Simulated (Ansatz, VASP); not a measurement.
## HfC: VASP beside Ansatz

```xyz
4
Lattice="3.3951 0.0000 0.0000 -1.6976 2.9403 0.0000 0.0000 0.0000 4.8158" Properties=species:S:1:pos:R:3 pbc="T T T"
Hf    1.6976    0.9801    3.6118
Hf    0.0000    1.9602    1.2039
C     0.0000    0.0000    0.0000
C     0.0000    0.0000    2.4079
```

Alike in both runs: task single point; functional PBEsol; k mesh 15 × 15 × 8; occupations gaussian, width 0.1 eV; no spin polarisation.

|  | VASP | Ansatz |
| --- | --- | --- |
| version | VASP 6.6.1 | Ansatz 0.2.0 |
| potentials or method | VASP PAW PBE potentials, release 64 (Hf_pv, C), cutoff 600 eV | scalar-relativistic, plane waves, PAW |
| valence electrons in the cell | 28 | 60 |

```tsv
	VASP	Ansatz	Ansatz less VASP
gap on the k mesh at the Fermi level (eV)	none	none	-
pressure (GPa)	2.1	2.5	+0.44
traceless stress, the component that is largest in VASP (GPa)	13.70	13.68	-0.015
```

VASP's potentials were made for PBE, not for PBEsol. A gap of «none» marks a metal or a gap that the smearing closes. VASP's potentials hold 28 valence electrons a cell and Ansatz's 60, so a difference there can come from the potentials and not from the codes.

Spin-orbit coupling is off throughout.
